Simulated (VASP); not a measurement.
Mg2Cl3: single point with PBE

The system is Mg2Cl3.

```
Mg Cl
1.0
     4.86332    2.80784    2.82759
    -4.86332    2.80784    2.82759
     0.00000   -5.61568    2.82759
Mg Cl
4 6
Direct
  0.50000 0.50000 0.00000
  0.00000 0.50000 0.50000
  0.50000 0.00000 0.50000
  0.00000 0.00000 0.00000
  0.22764 0.62616 0.22764
  0.22764 0.22764 0.62616
  0.62616 0.22764 0.22764
  0.77236 0.37384 0.77236
  0.37384 0.77236 0.77236
  0.77236 0.77236 0.37384
```

The cell was generated, and may not be a known phase.

- Program: VASP 6.6.1
- Task: single point
- Functional: PBE
- Potentials or basis: VASP PAW PBE potentials, release 64 (Mg, Cl)
- Cutoff: 520 eV
- k mesh: 3 × 3 × 3
- Occupations: gaussian, width 0.1 eV
- Spin: no spin polarisation
- Dipole correction: no
- Further INCAR settings: ALGO = Normal; EDIFF = 1e-06; NBANDS = 36

```yaml
Pressure: -0.4 GPa
Largest_force: 0.033 eV/Å
Band_gap_on_the_k_mesh: 0.86 eV (least direct gap 1.43 eV)
```

Forces in eV/Å, atoms in the order of the input:
```
Mg   0.000  0.000  0.000
Mg   0.000  0.000  0.000
Mg   0.000  0.000  0.000
Mg   0.000  0.000  0.000
Cl  -0.007  0.004 -0.032
Cl   0.000 -0.008 -0.032
Cl   0.007  0.004 -0.032
Cl   0.007 -0.004  0.032
Cl  -0.007 -0.004  0.032
Cl   0.000  0.008  0.032
```

Levels at points of the mesh, in eV from the valence-band top:
```tsv
k point	band 22	band 23	band 24	band 25	band 26	band 27	band 28	band 29
(0.00, 0.00, 0.00)	-4.05	-4.05	-3.39	-1.26	1.16	1.36	2.82	2.82
```

It took 92 s on 1 thread of Oxide Virtual Turin-like Processor (shared host), peak memory 0.28 GiB.

A k mesh can miss the band edges.
